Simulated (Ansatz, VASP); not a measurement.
# Hg: VASP beside Ansatz

```
CELL_PARAMETERS angstrom
-2.06969 2.06969 1.85633
2.06969 -2.06969 1.85633
2.06969 2.06969 -1.85633
ATOMIC_POSITIONS crystal
Hg 0.00000 0.00000 0.00000
```

Change from the starting cell: strain +0.000 along x and y, +0.030 along z, atoms carried along.

Alike in both runs: task single point; functional PBEsol; k mesh 18 × 18 × 18; occupations gaussian, width 0.15 eV; no spin polarisation.

|  | VASP | Ansatz |
| --- | --- | --- |
| version | VASP 6.6.1 | Ansatz 0.2.0 |
| potentials or method | VASP PAW PBE potentials, release 64 (Hg), cutoff 520 eV | scalar-relativistic, plane waves, PAW |
| valence electrons in the cell | 12 | 20 |

```csv
,VASP,Ansatz,Ansatz less VASP
gap on the k mesh at the Fermi level (eV),none,none,-
pressure (GPa),-3.1,-3.2,-0.06
"traceless stress, the component that is largest in VASP (GPa)",0.07,0.07,+0.001
```

VASP's potentials were made for PBE, not for PBEsol. A gap of «none» marks a metal or a gap that the smearing closes. The functional is the same, so the differences come from potentials, cutoffs and numerics. VASP's potentials hold 12 valence electrons a cell and Ansatz's 20, so a difference there can come from the potentials and not from the codes.

Neither program's run includes spin-orbit coupling.
